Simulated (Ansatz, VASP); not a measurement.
**Two plane-wave programs on Os**

```xyz
2
Lattice="2.7341 0.0000 0.0000 -1.3670 2.3678 0.0000 0.0000 0.0000 3.9957" Properties=species:S:1:pos:R:3 pbc="T T T"
Os    0.0000    1.5785    0.9989
Os    1.3670    0.7893    2.9968
```

Change from the starting cell: strain -0.0750 x Voigt [0, 0, 1, 0, 0, 0], atoms carried along.

Alike in both runs: task single point; functional r2SCAN; k mesh 21 × 21 × 12; occupations gaussian, width 0.15 eV; no spin polarisation.

|  | VASP | Ansatz |
| --- | --- | --- |
| version | VASP 6.6.1 | Ansatz 0.2.0 |
| potentials or method | VASP PAW PBE potentials, release 64 (Os), cutoff 520 eV | scalar-relativistic, plane waves, PAW |
| valence electrons in the cell | 16 | 32 |

|  | VASP | Ansatz | Ansatz less VASP |
| --- | --- | --- | --- |
| gap on the k mesh at the Fermi level (eV) | none | none | - |
| pressure (GPa) | 49.6 | 47.1 | -2.50 |
| traceless stress, the component that is largest in VASP (GPa) | 39.76 | 39.77 | +0.007 |

VASP's potentials were made for PBE, not for r2SCAN. A gap of «none» marks a metal or a gap that the smearing closes. Both programs put the cell under a high pressure, so it lies far from rest at this level. VASP's potentials hold 16 valence electrons a cell and Ansatz's 32, so a difference there can come from the potentials and not from the codes.

Spin-orbit coupling is off throughout.
